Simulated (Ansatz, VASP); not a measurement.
## V in VASP and in Ansatz

INCAR

```
PREC = Accurate
ENCUT = 520
EDIFF = 1E-6
ISMEAR = -1
SIGMA = 0.05
LREAL = False
LASPH = True
NELM = 150
ALGO = Normal
ISIF = 2
LWAVE = False
LCHARG = False
ISPIN = 2
MAGMOM = 1.5
LORBIT = 11
LMAXMIX = 4
GGA = PE
NBANDS = 16
```

KPOINTS

```
regular mesh
0
Gamma
  19 19 19
```

File POSCAR:

```
V
1.0
    0.0000000000      1.8759382356      1.8759382356
    1.8759382356      0.0000000000      1.8759382356
    1.8759382356      1.8759382356      0.0000000000
V
1
Direct
    0.0000000000      0.0000000000      0.0000000000
```

Input for Ansatz:

```yaml
crystal:
  lattice:
    - [0.0, 1.8759382356, 1.8759382356]
    - [1.8759382356, 0.0, 1.8759382356]
    - [1.8759382356, 1.8759382356, 0.0]
  atoms:
    - { symbol: V, position: [0.0, 0.0, 0.0], spin: 1.5 }
magnetization:
  spin_polarized: true
kpoints:
  mp_grid: { grid: [19, 19, 19] }
scf:
  occupations: { method: fermi_dirac, width: 0.05 }
hamiltonian:
  xc: pbe
  pseudopotentials: { kind: all_electron, lapw: { basis_error: 0.001 } }
output:
  forces: true
  stress: true
  eigenvalues: true
```

Change from the starting cell: volume scaled by 0.95.

Alike in both runs: task single point; functional PBE; k mesh 19 × 19 × 19; occupations fermi-dirac, width 0.05 eV; collinear spin.

|  | VASP | Ansatz |
| --- | --- | --- |
| version | VASP 6.6.1 | Ansatz 0.2.0 |
| potentials or method | VASP PAW PBE potentials, release 64 (V_sv), cutoff 520 eV | all-electron LAPW, scalar-relativistic |

Ansatz gave:

- pressure (GPa): 10.0
- net moment per atom (μB): 0.00

Question: Estimate VASP's values.

Answer: Pressure (GPa): 10.3; net moment per atom (μB): 0.00.

Ansatz ran all-electron here, and VASP with PAW potentials. Ansatz's warnings: seeded moment not kept.
